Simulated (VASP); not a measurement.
A run of VASP 6.6.1:

File INCAR:

```
ALGO = Normal
EDIFF = 1E-6
ENCUT = 520
GGA = PS
ISIF = 2
ISMEAR = -1
LASPH = T
LCHARG = F
LREAL = F
LWAVE = F
NBANDS = 33
NELM = 60
PREC = Accurate
SIGMA = 0.05
```

KPOINTS

```
k-points
0
Gamma
  6 6 9
```

POSCAR

```
TiO2
1.0
    4.5689650023      0.0000000000      0.0000000000
    0.0000000000      4.5689650023      0.0000000000
    0.0000000000      0.0000000000      2.9393524679
Ti O
2 4
Direct
    0.0000000000      0.0000000000      0.5000000000
    0.5000000000      0.5000000000      0.0000000000
    0.3043213200      0.3043213200      0.5000000000
    0.1956786800      0.8043213200      0.0000000000
    0.8043213200      0.1956786800      0.0000000000
    0.6956786800      0.6956786800      0.5000000000
```

Potentials or basis: VASP PAW PBE potentials, release 64 (Ti_sv, O).

The run is started by

```bash
$ cat potpaw_PBE.64/Ti_sv/POTCAR potpaw_PBE.64/O/POTCAR > POTCAR
$ mpirun -np 1 vasp_std > vasp.out
```

Hardware: 1 thread of AMD EPYC 7R43 64-Core Processor (Zen 3), on a shared host.

Problem. How long does it take, and how much memory?

Solution. It took 2.9 min on 1 thread of AMD EPYC 7R43 64-Core Processor (Zen 3), on a shared host, peak memory 0.18 GiB. Counts: scf iterations 15, k points 50.
